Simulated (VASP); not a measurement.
# SiC (gw) (Imm2) in VASP: further runs

Runs on SiC (gw). Level: PBEsol. Tasks: single point.

Everything below comes from runs of VASP 6.6.1. Logs are shortened: lines on timing, memory, paths and dates and some standing lists are left out, and cuts for length are marked.

**1. The cell of the first run**

Symmetry: Imm2, No. 44, orthorhombic system. The conventional cell has a = 3.050 Å, b = 3.091 Å, c = 4.313 Å, α = 90.00°, β = 90.00°, γ = 90.00°. Si (site symmetry mm2) has 4 C at 1.87 to 1.88 Å within 2.5 Å. C (site symmetry mm2) has 4 Si at 1.87 to 1.88 Å within 2.5 Å.

**2. Single point, PBEsol**

File INCAR:

```
PREC = Accurate ; ENCUT = 600
EDIFF = 1E-6 ; ISMEAR = 0
SIGMA = 0.01 ; LREAL = False
LASPH = True ; NELM = 120
ALGO = Normal ; ISIF = 2
LWAVE = False ; LCHARG = False
GGA = PS ; NBANDS = 11
GGA_COMPAT = False
```

File KPOINTS:

```
regular mesh
0
Gamma
  6 6 6
```

File POSCAR:

```
SiC
1.0
    0.0145186043      2.1711916630      2.1566730586
    2.1711916630      0.0145186043      2.1566730586
    2.1857102673      2.1857102673      0.0000000000
Si C
1 1
Direct
    0.0007393888      0.0007393888     -0.0007393888
    0.2492606112      0.2492606112      0.2507393888
```

Potentials or basis: VASP PAW PBE potentials, release 64 (Si, C).

Command:

```console
> cat potpaw_PBE.64/Si/POTCAR potpaw_PBE.64/C/POTCAR > POTCAR
> mpirun -np 1 vasp_std > vasp.out
```

OUTCAR:

```text
PREC = Accurate
   ENCUT = 600
   EDIFF = 1E-6
   ISMEAR = 0
   LREAL = False
   LASPH = True
   NELM = 120
   ISIF = 2
   GGA = PS

 ion  position               nearest neighbor table
   1  0.001  0.001  0.999-   2 1.87   2 1.87   2 1.88   2 1.88
   2  0.249  0.249  0.251-   1 1.87   1 1.87   1 1.88   1 1.88

  LATTYP: Found a body centered orthorhombic cell.
 ALAT       =     3.0499962892
 B/A-ratio  =     1.0134638899
 C/A-ratio  =     1.4142135623

  Lattice vectors:

 A1 = (   2.1711916630,   0.0145186043,  -2.1566730586)
 A2 = (  -2.1711916630,  -0.0145186043,  -2.1566730586)
 A3 = (   0.0145186043,   2.1711916630,   2.1566730586)

Analysis of symmetry for initial positions (statically):
=====================================================================
 Subroutine PRICEL returns:
 Original cell was already a primitive cell.

 Routine SETGRP: Setting up the symmetry group for a
 body centered orthorhombic supercell.

 Subroutine GETGRP returns: Found  4 space group operations
 (whereof  4 operations were pure point group operations)
 out of a pool of  8 trial point group operations.

The static configuration has the point symmetry C_2v.

Analysis of symmetry for dynamics (positions and initial velocities):
=====================================================================
 Subroutine PRICEL returns:
 Original cell was already a primitive cell.

 Routine SETGRP: Setting up the symmetry group for a
 body centered orthorhombic supercell.

 Subroutine GETGRP returns: Found  4 space group operations
 (whereof  4 operations were pure point group operations)
 out of a pool of  8 trial point group operations.

The dynamic configuration has the point symmetry C_2v.

 Subroutine INISYM returns: Found  4 space group operations
 (whereof  4 operations are pure point group operations),
 and found     1 'primitive' translations

----------------------------------------------------------------------------------------

                                     Primitive cell

  volume of cell :      20.3325

  direct lattice vectors                    reciprocal lattice vectors
     0.014518604  2.171191663  2.156673059    -0.231838571  0.231838571  0.231838571
     2.171191663  0.014518604  2.156673059     0.231838571 -0.231838571  0.231838571
     2.185710267  2.185710267  0.000000000     0.228758591  0.228758591 -0.231838571

  length of vectors
     3.060314152  3.060314152  3.091061103     0.401556184  0.401556184  0.398007674

  position of ions in fractional coordinates (direct lattice)
     0.000739389  0.000739389  0.999260611
     0.249260611  0.249260611  0.250739389

  ion indices of the primitive-cell ions
   primitive index   ion index
                 1           1
                 2           2

----------------------------------------------------------------------------------------

 KPOINTS: regular mesh

Automatic generation of k-mesh.
 Grid dimensions read from file:
 generate k-points for:    6    6    6

 Generating k-lattice:

  Cartesian coordinates                     Fractional coordinates (reciprocal lattice)
    -0.038639762  0.038639762  0.038639762     0.166666667  0.000000000  0.000000000
     0.038639762 -0.038639762  0.038639762     0.000000000  0.166666667  0.000000000
     0.038126432  0.038126432 -0.038639762     0.000000000  0.000000000  0.166666667

  Length of vectors
     0.066926031  0.066926031  0.066334612

  Shift w.r.t. Gamma in fractional coordinates (k-lattice)
     0.000000000  0.000000000  0.000000000

 Subroutine IBZKPT returns following result:
 ===========================================

 Found     46 irreducible k-points:

 Following reciprocal coordinates:
            Coordinates               Weight
  0.000000  0.000000  0.000000      1.000000
  0.166667  0.000000  0.000000      4.000000
  0.333333  0.000000  0.000000      4.000000
  0.500000  0.000000  0.000000      2.000000
  0.166667  0.166667  0.000000      2.000000
  0.333333  0.166667  0.000000      4.000000
[... 16 lines left out ...]
 -0.166667  0.333333  0.166667      4.000000
  0.500000  0.500000  0.166667      4.000000
 [... further k-points ...]
   k-points           NKPTS =     46   k-points in BZ     NKDIM =     46   number of bands    NBANDS=     11
   number of dos      NEDOS =    301   number of ions     NIONS =      2
   total plane-waves  NPLWV =  16128
   dimension x,y,z NGX =    24 NGY =   24 NGZ =   28
   dimension x,y,z NGXF=    48 NGYF=   48 NGZF=   56
   ions per type =               1   1
   NGX,Y,Z   is equivalent  to a cutoff of  13.04, 13.04, 15.06 a.u.
   NGXF,Y,Z  is equivalent  to a cutoff of  26.08, 26.08, 30.12 a.u.
 SYSTEM =  unknown system
   PREC   = accura    normal or accurate (medium, high low for compatibility)
   ISTART =      0    job   : 0-new  1-cont  2-samecut
   ICHARG =      2    charge: 1-file 2-atom 10-const
   ISPIN  =      1    spin polarized calculation?
   LNONCOLLINEAR =      F non collinear calculations
   LSORBIT =      F    spin-orbit coupling
   LASPH  =      T    aspherical Exc in radial PAW
   ENCUT  =  600.0 eV  44.10 Ry    6.64 a.u.   6.11  6.11  6.17*2*pi/ulx,y,z
   NELM   =    120;   NELMIN=  2; NELMDL= -5     # of ELM steps
   EDIFF  = 0.1E-05   stopping-criterion for ELM
   LREAL  =      F    real-space projection
   EDIFFG = 0.1E-04   stopping-criterion for IOM
   NSW    =      0    number of steps for IOM
   IBRION =     -1    ionic relax: 0-MD 1-quasi-New 2-CG
   NFREE  =      0    steps in history (QN), initial steepest desc. (CG)
   ISIF   =      2    stress and relaxation
   ISYM   =      2    0-nonsym 1-usesym 2-fastsym
   POTIM  = 0.5000    time-step for ionic-motion
   TEBEG  =    0.0;   TEEND  =   0.0 temperature during run
   PSTRESS=    0.0 pullay stress
   NELECT =       8.0000    total number of electrons
   NUPDOWN=      -1.0000    fix difference up-down
   EMIN   =  10.00;   EMAX   =-10.00  energy-range for DOS
   EFERMI =   0.00;   METHOD = LEGACY
   ISMEAR =     0;   SIGMA  =   0.01  broadening in eV -4-tet -1-fermi 0-gaus
   EFERMI_NEDOS =   21; number of points for ismear=-14 and -15
   IALGO  =     38    algorithm
   IMIX   =      4    mixing-type and parameters
     AMIX     =   0.40;   BMIX     =  1.00
     AMIX_MAG =   1.60;   BMIX_MAG =  1.00
  volume/ion in A,a.u.               =      10.17        68.61
  Fermi-wavevector in a.u.,A,eV,Ry     =   1.199613  2.266939 19.579748  1.439071
  Thomas-Fermi vector in A             =   2.335471
   LORBIT       =      0    0 simple, 1 ext, 2 COOP (PROOUT), +10 PAW based schemes
   GGA     = PS    functional components
   LHFCALC =     F    Hartree Fock is set to
   AEXX    =    0.0000 exact exchange contribution
   IVDW    =     0    specifies the selected vdW correction
   LEPSILON=     F    determine dielectric tensor
   LRPA    =     F    only Hartree local field effects (RPA)
 non-spin polarized calculation
 Gauss-broadening in eV      SIGMA  =   0.01
  energy-cutoff  :      600.00
  volume of cell :       20.33
 maximum number of plane-waves:       692
   NGX = 13   NGY = 13   NGZ = 13

 number of electron       8.0000000 magnetization

 Free energy of the ion-electron system (eV)
  ---------------------------------------------------
  ext. energy  EPLUGINS =         0.00000000
  ---------------------------------------------------
  free energy    TOTEN  =       -15.89651748 eV

  energy without entropy =      -15.89651748  energy(sigma->0) =      -15.89651748

 E-fermi :   8.4273     XC(G=0): -11.5789

 val. band max:        8.3181596805   @ k =   0.0000   0.0000   0.0000
 cond. band min:       9.4225879994   @ k =   0.5000   0.5000   0.0000
 fundamental gap:      1.1044283189
 Fermi energy:         8.4273137970

 k-point     1 :       0.0000    0.0000    0.0000
  band No.  band energies     occupation
      1      -7.3045      2.00000
      2       8.1785      2.00000
      3       8.2909      2.00000
      4       8.3182      2.00000
      5      14.6056      0.00000
      6      15.4830      0.00000
      7      15.6551      0.00000
      8      15.7704      0.00000
      9      22.7150      0.00000
     10      22.9147      0.00000
     11      24.7905      0.00000

 k-point     2 :       0.1667    0.0000    0.0000
  band No.  band energies     occupation
      1      -6.7496      2.00000
      2       5.9282      2.00000
      3       7.8346      2.00000
      4       7.9598      2.00000
      5      14.5978      0.00000
      6      16.0178      0.00000
      7      16.1928      0.00000
      8      16.8309      0.00000
      9      21.0792      0.00000
     10      21.2998      0.00000
     11      23.8309      0.00000

 k-point     3 :       0.3333    0.0000    0.0000
  band No.  band energies     occupation
      1      -5.1717      2.00000
      2       2.0474      2.00000
      3       7.3048      2.00000
      4       7.4335      2.00000
      5      13.9349      0.00000
      6      15.7601      0.00000
      7      15.9596      0.00000
      8      18.2086      0.00000
      9      22.4732      0.00000
     10      22.6776      0.00000
     11      23.5123      0.00000

 k-point     4 :       0.5000    0.0000    0.0000
  band No.  band energies     occupation
      1      -3.5841      2.00000
      2      -0.4143      2.00000
      3       7.0917      2.00000
      4       7.2212      2.00000
      5      13.6815      0.00000
      6      15.3018      0.00000
      7      15.5156      0.00000
      8      18.2418      0.00000
      9      24.5052      0.00000
     10      25.5197      0.00000
     11      25.7132      0.00000
[... 239 lines left out ...]
 k-point    22 :      -0.3333    0.3333    0.1667
  band No.  band energies     occupation
      1      -2.4828      2.00000
      2       0.8037      2.00000
      3       3.4360      2.00000
      4       5.0341      2.00000
      5      13.2187      0.00000
      6      16.0121      0.00000
      7      18.7325      0.00000
      8      19.5878      0.00000
      9      21.3326      0.00000
     10      24.8068      0.00000
     11      29.6062      0.00000

 k-point    23 :      -0.1667    0.3333    0.1667
  band No.  band energies     occupation
      1      -3.8521      2.00000
      2       2.2669      2.00000
      3       4.1291      2.00000
      4       5.7316      2.00000
      5      13.0243      0.00000
      6      15.9955      0.00000
      7      16.6768      0.00000
      8      19.9613      0.00000
      9      21.7439      0.00000
     10      25.1842      0.00000
     11      29.1141      0.00000

 k-point    24 :       0.5000    0.5000    0.1667
  band No.  band energies     occupation
      1      -2.8534      2.00000
      2       1.3607      2.00000
      3       3.7493      2.00000
      4       5.5014      2.00000
      5      10.9112      0.00000
      6      14.2587      0.00000
      7      20.5127      0.00000
      8      20.5528      0.00000
      9      22.6614      0.00000
     10      26.4631      0.00000
     11      30.0980      0.00000

 [... further k-points ...]
[... 5 lines left out ...]
  --------------------------------------------------------------------------------------
  -------------------------------------------------------------------------------------
  Total        0.4533655      0.4533655      0.6588000     -0.4224302      0.0000000     -0.0000000
  in kB       35.7246392     35.7246392     51.9126238    -33.2869739      0.0000000     -0.0000000
  external PRESSURE =      41.1206340 kB  Pullay stress =       0.0000000 kB

 VOLUME and BASIS-vectors are now :
 -----------------------------------------------------------------------------
  energy-cutoff  :      600.00
  volume of cell :       20.33
      direct lattice vectors                 reciprocal lattice vectors
     0.014518604  2.171191663  2.156673059    -0.231838571  0.231838571  0.231838571
     2.171191663  0.014518604  2.156673059     0.231838571 -0.231838571  0.231838571
     2.185710267  2.185710267  0.000000000     0.228758591  0.228758591 -0.231838571

 POSITION                                       TOTAL-FORCE (eV/Angst)
 -----------------------------------------------------------------------------------
      2.18571      2.18571      0.00319         0.000000      0.000000     -0.000824
      1.09286      1.09286      1.07515        -0.000000     -0.000000      0.000824
 -----------------------------------------------------------------------------------
    total drift:                               -0.000000     -0.000000     -0.000023

  FREE ENERGIE OF THE ION-ELECTRON SYSTEM (eV)
  ---------------------------------------------------
  free  energy   TOTEN  =       -15.8965174818 eV

  energy  without entropy=      -15.8965174818  energy(sigma->0) =      -15.89651748
```

Run time: 8.7 s. Hardware: 1 thread of Intel Xeon Platinum 8488C (Sapphire Rapids), shared host; peak memory 0.14 GiB.

What came out:

* Free energy: -15.8965 eV
* Pressure: 4.1 GPa
* Band gap on the k mesh: 1.10 eV, indirect (least direct gap 4.33 eV)

Stress tensor (GPa, compression positive):
```
 3.57 -3.33  0.00
-3.33  3.57  0.00
 0.00  0.00  5.19
```

Caveat: the k points lie up to 0.42 Å⁻¹ apart; the PAW data sets were made with another functional, which shifts forces and pressure a little.

**3. Single point, PBEsol**

File INCAR:

```
SYSTEM = SiC
ALGO = Normal
EDIFF = 1E-6
ENCUT = 600
GGA = PS
GGA_COMPAT = .False.
ISIF = 2
ISMEAR = 0
LASPH = .True.
LCHARG = .False.
LREAL = .False.
LWAVE = .False.
NBANDS = 11
NELM = 120
PREC = Accurate
SIGMA = 0.01
```

File KPOINTS:

```
k-points
0
Gamma
  6 6 6
  0 0 0
```

POSCAR is that of step 2.

Potentials or basis: VASP PAW PBE potentials, release 64 (Si, C).

Command:

```console
> cat potpaw_PBE.64/Si/POTCAR potpaw_PBE.64/C/POTCAR > POTCAR
> mpirun -np 1 vasp_std > vasp.out
```

Wall time 7.4 s (1 thread of Intel Xeon Platinum 8488C (Sapphire Rapids), shared host); peak memory 0.14 GiB.

It converged, with:

```
Free energy            : -15.8965 eV
Pressure               : 4.1 GPa
Band gap on the k mesh : 1.10 eV, indirect (least direct gap 4.33 eV)
```

Stress tensor (GPa, compression positive):
```
 3.57 -3.33  0.00
-3.33  3.57  0.00
 0.00  0.00  5.19
```

Levels at points of the mesh, in eV from the valence-band top:
| k point | band 1 | band 2 | band 3 | band 4 | band 5 | band 6 | band 7 | band 8 | band 9 |
| --- | --- | --- | --- | --- | --- | --- | --- | --- | --- |
| (0.00, 0.00, 0.00) | -15.62 | -0.14 | -0.03 | 0.00 | 6.29 | 7.16 | 7.34 | 7.45 | 14.40 |
| (0.50, 0.00, 0.00) | -11.90 | -8.73 | -1.23 | -1.10 | 5.36 | 6.98 | 7.20 | 9.92 | 16.19 |
| (0.50, 0.50, 0.00) | -10.43 | -7.89 | -3.47 | -3.23 | 1.10 | 4.13 | 14.06 | 14.10 | 14.93 |
| (0.00, 0.00, 0.50) | -12.00 | -8.78 | -1.09 | -1.06 | 5.57 | 7.21 | 7.21 | 9.98 | 16.11 |
| (0.50, 0.00, 0.50) | -10.49 | -7.98 | -3.28 | -3.27 | 1.18 | 4.24 | 13.96 | 14.21 | 14.86 |

Caveat: the k points lie up to 0.42 Å⁻¹ apart; the PAW data sets were made with another functional, which shifts forces and pressure a little.
